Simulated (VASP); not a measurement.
# CdS2O2 (P-3m1) in VASP: a series of runs

The runs below take CdS2O2 through single point, relaxation of cell and atoms, with PBE.

All numbers are computed with VASP 6.6.1; they aren't measurements. Logs are shortened: lines on timing, memory, paths and dates and some standing lists are left out, and cuts for length are marked.

### Step 1. The cell of the first run

The structure is trigonal, space group P-3m1 (No. 164). The conventional cell has a = 4.201 Å, b = 4.201 Å, c = 6.911 Å, α = 90.00°, β = 90.00°, γ = 120.00°. Within 3.9 Å of Cd (site symmetry -3m) lie 6 S at 2.99 Å and 6 O at 3.52 Å. Within 3.4 Å of S (site symmetry 3m) lie 4 O at 2.56 to 2.61 Å and 3 Cd at 2.99 Å. Within 3.6 Å of O (site symmetry 3m) lie 4 S at 2.56 to 2.61 Å and 3 O at 3.03 Å and 3 Cd at 3.52 Å.

The cell was generated, and may not be a known phase.

### Step 2. Single point, PBE, collinear spin, ferromagnetic start

Input file INCAR:

```
  PREC = Accurate
  ENCUT = 520
  EDIFF = 1E-7
  ISMEAR = 0
  SIGMA = 0.1
  LREAL = False
  LASPH = True
  NELM = 150
  ALGO = Normal
  ISIF = 2
  LWAVE = False
  LCHARG = False
  ISPIN = 2
  MAGMOM = 0 0 0 1 1
  LORBIT = 11
  GGA = PE
  NBANDS = 30
```

Input file KPOINTS:

```
Automatic mesh
0
Gamma
  6 6 4
```

Input file POSCAR:

```
CdS2O2
1.0
    4.2009704900      0.0000000000      0.0000000000
   -2.1004852400      3.6381471600      0.0000000000
    0.0000000000      0.0000000000      6.9112448400
Cd S O
1 2 2
Direct
    0.0000000000      0.0000000000      0.0000000000
    0.6666666700      0.3333333300      0.7471000000
    0.3333333300      0.6666666700      0.2529000000
    0.3333333300      0.6666666700      0.6308000100
    0.6666666700      0.3333333300      0.3691999900
```

Potentials or basis: VASP PAW PBE potentials, release 64 (Cd, S, O).

The run is started by

```console
$ cat potpaw_PBE.64/Cd/POTCAR potpaw_PBE.64/S/POTCAR potpaw_PBE.64/O/POTCAR > POTCAR
$ mpirun -np 1 vasp_std > vasp.out
```

OUTCAR:

```text
PREC = Accurate
   ENCUT = 520
   EDIFF = 1E-7
   ISMEAR = 0
   LREAL = False
   LASPH = True
   NELM = 150
   ISIF = 2
   ISPIN = 2
   LORBIT = 11
   GGA = PE

 ion  position               nearest neighbor table
   1  0.000  0.000  0.000-   2 2.99   3 2.99   3 2.99   2 2.99   2 2.99   3 2.99
   2  0.667  0.333  0.747-   1 2.99   1 2.99   1 2.99
   3  0.333  0.667  0.253-   1 2.99   1 2.99   1 2.99
   4  0.333  0.667  0.631-
   5  0.667  0.333  0.369-

  LATTYP: Found a hexagonal cell.
 ALAT       =     4.2009704900
 C/A-ratio  =     1.6451543415

  Lattice vectors:

 A1 = (   4.2009704900,   0.0000000000,   0.0000000000)
 A2 = (  -2.1004852400,   3.6381471600,   0.0000000000)
 A3 = (   0.0000000000,   0.0000000000,   6.9112448400)

Analysis of symmetry for initial positions (statically):
=====================================================================
 Subroutine PRICEL returns:
 Original cell was already a primitive cell.

 Routine SETGRP: Setting up the symmetry group for a
 hexagonal supercell.

 Subroutine GETGRP returns: Found 12 space group operations
 (whereof 12 operations were pure point group operations)
 out of a pool of 24 trial point group operations.

The static configuration has the point symmetry D_3d.

Analysis of symmetry for dynamics (positions and initial velocities):
=====================================================================
 Subroutine PRICEL returns:
 Original cell was already a primitive cell.

 Routine SETGRP: Setting up the symmetry group for a
 hexagonal supercell.

 Subroutine GETGRP returns: Found 12 space group operations
 (whereof 12 operations were pure point group operations)
 out of a pool of 24 trial point group operations.

The dynamic configuration has the point symmetry D_3d.

Analysis of structural, dynamic, and magnetic symmetry:
=====================================================================
 Subroutine PRICEL returns:
 Original cell was already a primitive cell.

 Routine SETGRP: Setting up the symmetry group for a
 hexagonal supercell.

 Subroutine GETGRP returns: Found 12 space group operations
 (whereof 12 operations were pure point group operations)
 out of a pool of 24 trial point group operations.

The overall configuration has the point symmetry D_3d.

 Subroutine INISYM returns: Found 12 space group operations
 (whereof 12 operations are pure point group operations),
 and found     1 'primitive' translations

----------------------------------------------------------------------------------------

                                     Primitive cell

  volume of cell :     105.6297

  direct lattice vectors                    reciprocal lattice vectors
     4.200970490  0.000000000  0.000000000     0.238040234  0.137432593  0.000000000
    -2.100485240  3.638147160  0.000000000     0.000000000  0.274865187  0.000000000
     0.000000000  0.000000000  6.911244840     0.000000000  0.000000000  0.144691734

  length of vectors
     4.200970490  4.200970483  6.911244840     0.274865187  0.274865187  0.144691734

  position of ions in fractional coordinates (direct lattice)
     0.000000000  0.000000000  0.000000000
     0.666666670  0.333333330  0.747100000
     0.333333330  0.666666670  0.252900000
     0.333333330  0.666666670  0.630800010
     0.666666670  0.333333330  0.369199990

  ion indices of the primitive-cell ions
   primitive index   ion index
                 1           1
                 2           2
                 3           3
                 4           4
                 5           5

----------------------------------------------------------------------------------------

 KPOINTS: Automatic mesh

Automatic generation of k-mesh.
 Grid dimensions read from file:
 generate k-points for:    6    6    4

 Generating k-lattice:

  Cartesian coordinates                     Fractional coordinates (reciprocal lattice)
     0.039673372  0.022905432  0.000000000     0.166666667  0.000000000  0.000000000
     0.000000000  0.045810865  0.000000000     0.000000000  0.166666667  0.000000000
     0.000000000  0.000000000  0.036172934     0.000000000  0.000000000  0.250000000

  Length of vectors
     0.045810864  0.045810865  0.036172934

  Shift w.r.t. Gamma in fractional coordinates (k-lattice)
     0.000000000  0.000000000  0.000000000

 Subroutine IBZKPT returns following result:
 ===========================================

 Found     24 irreducible k-points:

 Following reciprocal coordinates:
            Coordinates               Weight
  0.000000  0.000000  0.000000      1.000000
  0.166667  0.000000  0.000000      6.000000
  0.333333 -0.000000  0.000000      6.000000
  0.500000 -0.000000  0.000000      3.000000
  0.166667  0.166667  0.000000      6.000000
  0.333333  0.166667  0.000000     12.000000
[... 16 lines left out ...]
  0.333333  0.166667  0.500000     12.000000
  0.333333  0.333333  0.500000      2.000000
   k-points           NKPTS =     24   k-points in BZ     NKDIM =     24   number of bands    NBANDS=     30
   number of dos      NEDOS =    301   number of ions     NIONS =      5
   total plane-waves  NPLWV =  55296
   dimension x,y,z NGX =    32 NGY =   32 NGZ =   54
   dimension x,y,z NGXF=    64 NGYF=   64 NGZF=  108
   ions per type =               1   2   2
   NGX,Y,Z   is equivalent  to a cutoff of  12.66, 12.66, 12.99 a.u.
   NGXF,Y,Z  is equivalent  to a cutoff of  25.33, 25.33, 25.98 a.u.
 SYSTEM =  unknown system
   PREC   = accura    normal or accurate (medium, high low for compatibility)
   ISTART =      0    job   : 0-new  1-cont  2-samecut
   ICHARG =      2    charge: 1-file 2-atom 10-const
   ISPIN  =      2    spin polarized calculation?
   LNONCOLLINEAR =      F non collinear calculations
   LSORBIT =      F    spin-orbit coupling
   LASPH  =      T    aspherical Exc in radial PAW
   ENCUT  =  520.0 eV  38.22 Ry    6.18 a.u.   7.81  7.81 12.85*2*pi/ulx,y,z
   NELM   =    150;   NELMIN=  2; NELMDL= -5     # of ELM steps
   EDIFF  = 0.1E-06   stopping-criterion for ELM
   LREAL  =      F    real-space projection
   EDIFFG = 0.1E-05   stopping-criterion for IOM
   NSW    =      0    number of steps for IOM
   IBRION =     -1    ionic relax: 0-MD 1-quasi-New 2-CG
   NFREE  =      0    steps in history (QN), initial steepest desc. (CG)
   ISIF   =      2    stress and relaxation
   ISYM   =      2    0-nonsym 1-usesym 2-fastsym
   POTIM  = 0.5000    time-step for ionic-motion
   TEBEG  =    0.0;   TEEND  =   0.0 temperature during run
   PSTRESS=    0.0 pullay stress
   NELECT =      36.0000    total number of electrons
   NUPDOWN=      -1.0000    fix difference up-down
   EMIN   =  10.00;   EMAX   =-10.00  energy-range for DOS
   EFERMI =   0.00;   METHOD = LEGACY
   ISMEAR =     0;   SIGMA  =   0.10  broadening in eV -4-tet -1-fermi 0-gaus
   EFERMI_NEDOS =   21; number of points for ismear=-14 and -15
   IALGO  =     38    algorithm
   IMIX   =      4    mixing-type and parameters
     AMIX     =   0.40;   BMIX     =  1.00
     AMIX_MAG =   1.60;   BMIX_MAG =  1.00
  volume/ion in A,a.u.               =      21.13       142.56
  Fermi-wavevector in a.u.,A,eV,Ry     =   1.143528  2.160955 17.791755  1.307657
  Thomas-Fermi vector in A             =   2.280223
   LORBIT       =     11    0 simple, 1 ext, 2 COOP (PROOUT), +10 PAW based schemes
   GGA     = PE    functional components
   LHFCALC =     F    Hartree Fock is set to
   AEXX    =    0.0000 exact exchange contribution
   IVDW    =     0    specifies the selected vdW correction
   LEPSILON=     F    determine dielectric tensor
   LRPA    =     F    only Hartree local field effects (RPA)
 spin polarized calculation
 Gauss-broadening in eV      SIGMA  =   0.10
  energy-cutoff  :      520.00
  volume of cell :      105.63
 maximum number of plane-waves:      2862
 NGX is ok and might be reduce to    32
   NGX = 15   NGY = 15   NGZ = 25

 number of electron      36.0000002 magnetization       2.5762584

 Free energy of the ion-electron system (eV)
  ---------------------------------------------------
  ext. energy  EPLUGINS =         0.00000000
  ---------------------------------------------------
  free energy    TOTEN  =       -13.60857661 eV

  energy without entropy =      -13.57863745  energy(sigma->0) =      -13.59360703

 E-fermi :   0.4721     XC(G=0):  -8.9558

 val. band max:        0.4646691217   @ k =   0.1667   0.1667   0.2500
 cond. band min:       0.4789974857   @ k =   0.5000  -0.0000   0.0000
 fundamental gap:      0.0143283640
 Fermi energy:         0.4721038753

 spin component 1

 k-point     1 :       0.0000    0.0000    0.0000
  band No.  band energies     occupation
      1     -16.9368      1.00000
      2     -16.4377      1.00000
      3     -11.2208      1.00000
      4     -11.1975      1.00000
      5      -7.2546      1.00000
      6      -7.2546      1.00000
[... 781 lines left out ...]
     29      11.9105      0.00000
     30      13.0515      0.00000
 Fermi energy:         0.4721038753

 spin component 2

 k-point     1 :       0.0000    0.0000    0.0000
  band No.  band energies     occupation
      1     -15.5532      1.00000
      2     -14.9371      1.00000
      3     -10.8180      1.00000
      4     -10.7346      1.00000
      5      -7.2319      1.00000
      6      -7.2319      1.00000
[... 781 lines left out ...]
     29      12.1596      0.00000
     30      13.3332      0.00000

------------------------ aborting loop because EDIFF is reached ----------------------------------------

  FORCE on cell =-STRESS in cart. coord.  units (eV):
  Direction    XX          YY          ZZ          XY          YZ          ZX
  --------------------------------------------------------------------------------------
  -------------------------------------------------------------------------------------
  Total       -7.6816197     -7.6816197     -7.4829235     -0.0000000      0.0000000      0.0000000
  in kB     -116.5137593   -116.5137590   -113.4999614     -0.0000002      0.0000000      0.0000000
  external PRESSURE =    -115.5091599 kB  Pullay stress =       0.0000000 kB

 VOLUME and BASIS-vectors are now :
 -----------------------------------------------------------------------------
  energy-cutoff  :      520.00
  volume of cell :      105.63
      direct lattice vectors                 reciprocal lattice vectors
     4.200970490  0.000000000  0.000000000     0.238040234  0.137432593  0.000000000
    -2.100485240  3.638147160  0.000000000     0.000000000  0.274865187  0.000000000
     0.000000000  0.000000000  6.911244840     0.000000000  0.000000000  0.144691734

 POSITION                                       TOTAL-FORCE (eV/Angst)
 -----------------------------------------------------------------------------------
      0.00000      0.00000      0.00000        -0.000000      0.000000      0.000000
      2.10049      1.21272      5.16339        -0.000000     -0.000000     -0.394157
     -0.00000      2.42543      1.74785        -0.000000      0.000000      0.394157
     -0.00000      2.42543      4.35961         0.000000      0.000000      0.553652
      2.10049      1.21272      2.55163        -0.000000      0.000000     -0.553652
 -----------------------------------------------------------------------------------
    total drift:                               -0.000000      0.000000      0.000000

  FREE ENERGIE OF THE ION-ELECTRON SYSTEM (eV)
  ---------------------------------------------------
  free  energy   TOTEN  =       -13.6085766125 eV

  energy  without entropy=      -13.5786374488  energy(sigma->0) =      -13.59360703

 total charge

# of ion       s       p       d       tot
------------------------------------------
    1        0.439   0.143   9.545  10.126
    2        1.423   2.000   0.000   3.423
    3        1.423   2.000   0.000   3.423
    4        1.628   3.010   0.000   4.638
    5        1.628   3.010   0.000   4.638
--------------------------------------------------
tot          6.541  10.163   9.545  26.248

 magnetization (x)

# of ion       s       p       d       tot
------------------------------------------
    1       -0.005   0.028  -0.003   0.019
    2        0.015   0.198   0.000   0.213
    3        0.015   0.198   0.000   0.213
    4        0.009   0.772   0.000   0.782
    5        0.009   0.772   0.000   0.782
--------------------------------------------------
tot          0.042   1.970  -0.003   2.009
```

It took 1.7 min on 1 thread of AMD EPYC 9R45 (Zen 5), shared host; peak memory 0.3 GiB.

Results:

| Quantity | Value |
| --- | --- |
| Free energy | -13.6086 eV |
| Pressure | -11.6 GPa |
| Largest force | 0.554 eV/Å |
| Net moment | 2.58 μB per cell |
| Site moments | Cd +0.02; S +0.21; O +0.78 μB |
| Valence electrons inside the program's atomic spheres | Cd 10.13; S 3.42; O 4.64 |

Forces on the atoms (eV/Å):
```
Cd   0.000  0.000  0.000
S    0.000  0.000 -0.394
S    0.000  0.000  0.394
O    0.000  0.000  0.554
O    0.000  0.000 -0.554
```

Levels at points of the mesh, in eV from the Fermi level:
Spin up:
```csv
k point,band 17,band 18,band 19,band 20,band 21,band 22
"(0.00, 0.00, 0.00)",-0.53,-0.53,-0.52,0.01,0.01,2.15
"(0.50, 0.00, 0.00)",-1.13,-0.19,0.01,0.10,0.39,2.62
"(0.00, 0.00, 0.50)",-0.30,-0.30,-0.24,-0.24,-0.17,2.59
"(0.50, 0.00, 0.50)",-1.00,-0.26,-0.06,0.50,0.57,2.47
```
Spin down:
```csv
k point,band 15,band 16,band 17,band 18,band 19,band 20
"(0.00, 0.00, 0.00)",-1.29,-0.32,0.27,0.27,0.42,0.78
"(0.50, 0.00, 0.00)",-1.29,-0.26,0.09,0.88,0.89,0.90
"(0.00, 0.00, 0.50)",-1.56,-0.30,0.49,0.49,0.53,0.53
"(0.50, 0.00, 0.50)",-2.16,-0.32,-0.16,0.90,0.98,1.39
```

Caveat: the cell stands under tension.

### Step 3. Relaxation of cell and atoms, PBE

This run uses another cell than the first one, of 18.06 Å³/atom.

Input file INCAR:

```
PREC     = Accurate       # precision mode
ENCUT    = 600            # plane-wave cutoff, eV
EDIFF    = 1E-7           # SCF threshold, eV
ISMEAR   = 0              # smearing method
SIGMA    = 0.1            # smearing width, eV
LREAL    = F              # projectors in reciprocal space
LASPH    = T              # aspherical terms in the spheres
NELM     = 100            # most SCF steps
ALGO     = Normal         # electronic algorithm
ISIF     = 3              # what is computed and relaxed
LWAVE    = F              # write WAVECAR
LCHARG   = F              # write CHGCAR
GGA      = PE             # functional
IBRION   = 2              # ionic algorithm
NSW      = 100            # ionic steps
EDIFFG   = -0.01          # ionic threshold
```

Input file KPOINTS:

```
Automatic mesh
0
Gamma
  12 12 4
```

Input file POSCAR:

```
CdS2O2
1.0
    3.4473463007      0.0000000000      0.0000000000
   -1.7236731503      2.9854894720      0.0000000000
    0.0000000000      0.0000000000      8.7757004807
Cd S O
1 2 2
Direct
    0.0000000000      0.0000000000      0.0000000000
    0.6666666667      0.3333333333      0.7439597528
    0.3333333333      0.6666666667      0.2560402472
    0.3333333333      0.6666666667      0.6951958506
    0.6666666667      0.3333333333      0.3048041494
```

Potentials or basis: VASP PAW PBE potentials, release 64 (Cd, S, O).

The run is started by

```console
$ cat potpaw_PBE.64/Cd/POTCAR potpaw_PBE.64/S/POTCAR potpaw_PBE.64/O/POTCAR > POTCAR
$ mpirun -np 1 vasp_std > vasp.out
```

OUTCAR:

```text
PREC = Accurate
   ENCUT = 600
   EDIFF = 1E-7
   ISMEAR = 0
   LREAL = F
   LASPH = T
   NELM = 100
   ISIF = 3
   GGA = PE
   IBRION = 2
   NSW = 100
   EDIFFG = -0.01

 ion  position               nearest neighbor table
   1  0.000  0.000  0.000-   2 3.00   3 3.00   3 3.00   2 3.00   2 3.00   3 3.00
   2  0.667  0.333  0.744-   4 2.04   4 2.04   4 2.04   1 3.00   1 3.00   1 3.00
   3  0.333  0.667  0.256-   5 2.04   5 2.04   5 2.04   1 3.00   1 3.00   1 3.00
   4  0.333  0.667  0.695-   2 2.04   2 2.04   2 2.04
   5  0.667  0.333  0.305-   3 2.04   3 2.04   3 2.04

  LATTYP: Found a hexagonal cell.
 ALAT       =     3.4473463007
 C/A-ratio  =     2.5456393745

  Lattice vectors:

 A1 = (   3.4473463007,   0.0000000000,   0.0000000000)
[... 266 lines left out ...]
  ext. energy  EPLUGINS =         0.00000000
  ---------------------------------------------------
  free energy    TOTEN  =       -16.34560957 eV

  energy without entropy =      -16.32728659  energy(sigma->0) =      -16.33644808

 E-fermi :   2.9235     XC(G=0):  -9.4378

 val. band max:        2.9111944787   @ k =   0.0833   0.0833   0.5000
 cond. band min:       2.9287735432   @ k =   0.1667   0.0000   0.2500
 fundamental gap:      0.0175790645
 Fermi energy:         2.9235231121

 k-point     1 :       0.0000    0.0000    0.0000
  band No.  band energies     occupation
      1     -17.2758      2.00000
      2     -17.2364      2.00000
      3      -8.4947      2.00000
      4      -8.2626      2.00000
      5      -5.8318      2.00000
      6      -5.7287      2.00000
[... 589 lines left out ...]
     21       3.8052      0.00000
     22       4.2285      0.00000

 [... further k-points ...]

------------------------ aborting loop because EDIFF is reached ----------------------------------------

  FORCE on cell =-STRESS in cart. coord.  units (eV):
  Direction    XX          YY          ZZ          XY          YZ          ZX
  --------------------------------------------------------------------------------------
  -------------------------------------------------------------------------------------
  Total       -0.0210338     -0.0210338     -0.0347965     -0.0000000      0.0000000      0.0000000
  in kB       -0.3724503     -0.3724503     -0.6161506     -0.0000000      0.0000000      0.0000000
  external PRESSURE =      -0.4536837 kB  Pullay stress =       0.0000000 kB
[... 20 lines left out ...]
  FREE ENERGIE OF THE ION-ELECTRON SYSTEM (eV)
  ---------------------------------------------------
  free  energy   TOTEN  =       -16.3456095703 eV

  energy  without entropy=      -16.3272865921  energy(sigma->0) =      -16.33644808

 reached required accuracy - stopping structural energy minimisation
```

It took 3.2 min on 1 thread of AMD EPYC 9R45 (Zen 5), shared host; peak memory 0.31 GiB.

What came out:

| Property | Result |
| --- | --- |
| Free energy | -16.3456 eV |
| Relaxed volume | 18.10 Å³/atom |
| Relaxed cell | a = 3.451 Å, b = 3.451 Å, c = 8.771 Å, α = 90.00°, β = 90.00°, γ = 120.00° |
| Space group after relaxing (to 0.1 Å) | P-3m1 (No. 164) |
| Energy gained by relaxing | 0.1 meV/atom |
| Ionic steps | 3 |
| Pressure after relaxing | 0.0 GPa |
| Largest force after relaxing | 0.009 eV/Å |
| Band gap on the k mesh | zero (bands 18 and 19 overlap by 0.68 eV) |

Forces in eV/Å, atoms in the order of the input:
```
Cd   0.000  0.000  0.000
S    0.000  0.000  0.009
S    0.000  0.000 -0.009
O    0.000  0.000  0.009
O    0.000  0.000 -0.009
```

Step by step:
| step | energy change (eV) | largest force (eV/Å) | pressure (GPa) | volume (Å³) |
| --- | --- | --- | --- | --- |
| 1 | 0.0000 | 0.0503 | 0.06 | 90.32 |
| 2 | -0.0004 | 0.0262 | 0.00 | 90.41 |
| 3 | -0.0004 | 0.0095 | -0.05 | 90.48 |

Final structure:
```
Cd S O
1.0
     3.45143    0.00000    0.00000
    -1.72572    2.98903    0.00000
     0.00000    0.00000    8.77061
Cd S O
1 2 2
Direct
  0.00000 0.00000 0.00000
  0.66667 0.33333 0.74359
  0.33333 0.66667 0.25641
  0.33333 0.66667 0.69567
  0.66667 0.33333 0.30433
```

Caveat: semilocal functionals underestimate gaps, and a narrow one can read as zero.

[end of part 1 of 2]
